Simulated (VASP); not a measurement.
Runs of VASP 6.6.1 on Si. The structure is that of space group P6/mmm (No. 191), or close to it. The cells are those of the table. 

```csv
cell,gap on the mesh (eV),pressure (GPa)
"a = 2.608, b = 2.608, c = 2.594 Å, angles 90.0, 90.0, 120.0°, 1 atom",none,(a)
"a = 2.478, b = 2.478, c = 2.471 Å, angles 90.0, 90.0, 120.0°, 1 atom",none,(b)
"a = 2.543, b = 2.543, c = 2.347 Å, angles 90.0, 90.0, 120.0°, 1 atom",none,15.6
"a = 2.478, b = 2.478, c = 2.409 Å, angles 90.0, 90.0, 120.0°, 1 atom",none,19.7
"a = 2.674, b = 2.674, c = 2.409 Å, angles 90.0, 90.0, 120.0°, 1 atom",none,-1.8
```

Alike in all rows: task single point; level LDA; potentials or basis VASP PAW LDA potentials, release 64 (Si); no spin polarisation; k mesh 24 × 24 × 24; cutoff (eV) 520; smearing gaussian 0.15 eV.

Q: Fill in the values left out.

A: (a) -4.9; (b) 15.1.

A gap of «none» marks levels without a gap at the run's occupations.
